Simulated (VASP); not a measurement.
**GaAs: single point with r2SCAN**

GaAs:

```
Ga As
1.0
     0.00000    2.51856    3.56125
     2.51856    0.00000    3.56125
     2.51856    2.51856    0.00000
Ga As
1 1
Direct
  0.00000 0.00000 0.00000
  0.75000 0.75000 0.75000
```

This cell differs from its parent crystal: ratio of the length along z to the lengths across it x 1.414, volume and fractional coordinates fixed.

| Item | Value |
| --- | --- |
| Program | VASP 6.6.1 |
| Task | single point |
| Functional | r2SCAN |
| Potentials or basis | VASP PAW PBE potentials, release 64 (Ga_d, As) |
| Cutoff | 520 eV |
| k mesh | 10 × 10 × 10 |
| Occupations | gaussian, width 0.05 eV |
| Spin | no spin polarisation |

```yaml
Pressure: 0.5 GPa
Band_gap_on_the_k_mesh: zero (bands 9 and 10 overlap by 0.48 eV)
```

Stress tensor (GPa, compression positive):
```
  8.72   0.00   0.00
  0.00   8.72   0.00
  0.00   0.00 -16.08
```

Levels at points of the mesh, in eV from the Fermi level:
| k point | band 7 | band 8 | band 9 | band 10 | band 11 | band 12 |
| --- | --- | --- | --- | --- | --- | --- |
| (0.00, 0.00, 0.00) | -2.81 | -1.31 | 0.27 | 0.27 | 3.70 | 3.70 |
| (0.50, 0.00, 0.00) | -7.36 | -3.35 | -1.00 | 0.03 | 5.35 | 5.71 |
| (0.50, 0.50, 0.00) | -8.89 | -1.50 | -1.50 | 3.08 | 3.64 | 8.25 |
| (0.50, 0.00, 0.50) | -6.71 | -3.94 | -3.72 | 0.26 | 0.46 | 6.52 |

Run time: 3.5 min on 1 thread of AMD EPYC 7R13, on a shared host, peak memory 0.23 GiB.

Caveat: the stress differs along the axes, from -16 to 9 GPa; semilocal functionals underestimate gaps, and a narrow one can read as zero; the PAW data sets were made with another functional, which shifts forces and pressure a little.
